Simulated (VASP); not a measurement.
A run of VASP 6.6.1 is set up as follows.

The input INCAR:

```
SYSTEM = InP
PREC = Accurate
ENCUT = 520
EDIFF = 1E-6
ISMEAR = 0
SIGMA = 0.15
LREAL = .False.
LASPH = .True.
NELM = 60
ALGO = Normal
ISIF = 2
LWAVE = .False.
LCHARG = .False.
GGA = PE
NBANDS = 16
```

KPOINTS

```
regular mesh
0
Gamma
  14 14 14
  0 0 0
```

Contents of POSCAR:

```
InP
1.0
    0.0000000000      2.7701982124      2.7701982124
    2.7701982124      0.0000000000      2.7701982124
    2.7701982124      2.7701982124      0.0000000000
In P
1 1
Direct
    0.0000000000      0.0000000000      0.0000000000
    0.5000000000      0.5000000000      0.5000000000
```

Potentials or basis: VASP PAW PBE potentials, release 64 (In_d, P).

Run with:

```console
$ cat potpaw_PBE.64/In_d/POTCAR potpaw_PBE.64/P/POTCAR > POTCAR
$ mpirun -np 1 vasp_std > vasp.out
```

(1) Estimate the pressure.

(2) Estimate the band gap on the k mesh.

## Answers

(1) 0.0 GPa.

(2) zero (band 9 reaches 7.32 eV, above the bottom of band 10 at 4.69 eV).

Caveat: spin-orbit coupling is left out, which moves the levels of the heavy elements.
